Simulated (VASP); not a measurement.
## ZnO (rock salt type): single point with PBE

Crystal: ZnO (rock salt type).

```
Zn O
1.0
     0.00000    2.17874    2.17874
     2.17874    0.00000    2.17874
     2.17874    2.17874    0.00000
Zn O
1 1
Direct
  0.00000 0.00000 0.00000
  0.50000 0.50000 0.50000
```

```json
{"Program": "VASP 6.6.1", "Task": "single point", "Functional": "PBE", "Potentials or basis": "VASP PAW PBE potentials, release 64 (Zn, O)", "Cutoff": "520 eV", "k mesh": "15 × 15 × 15", "Occupations": "fermi-dirac, width 0.0612256 eV", "Spin": "no spin polarisation"}
```

The pressure is -2.2 GPa and the band gap on the k mesh is 0.65 eV, indirect (least direct gap 1.81 eV).

Levels at points of the mesh, in eV from the valence-band top:
| k point | band 5 | band 6 | band 7 | band 8 | band 9 | band 10 | band 11 | band 12 | band 13 | band 14 |
| --- | --- | --- | --- | --- | --- | --- | --- | --- | --- | --- |
| (0.00, 0.00, 0.00) | -4.57 | -4.57 | -1.16 | -1.16 | -1.16 | 0.65 | 17.67 | 17.67 | 17.67 | 18.13 |

Run time: 18 s on 1 thread of Intel(R) Xeon(R) Platinum 8375C CPU @ 2.90GHz (Ice Lake), on a shared host, peak memory 0.16 GiB.

A k mesh can miss the band edges.
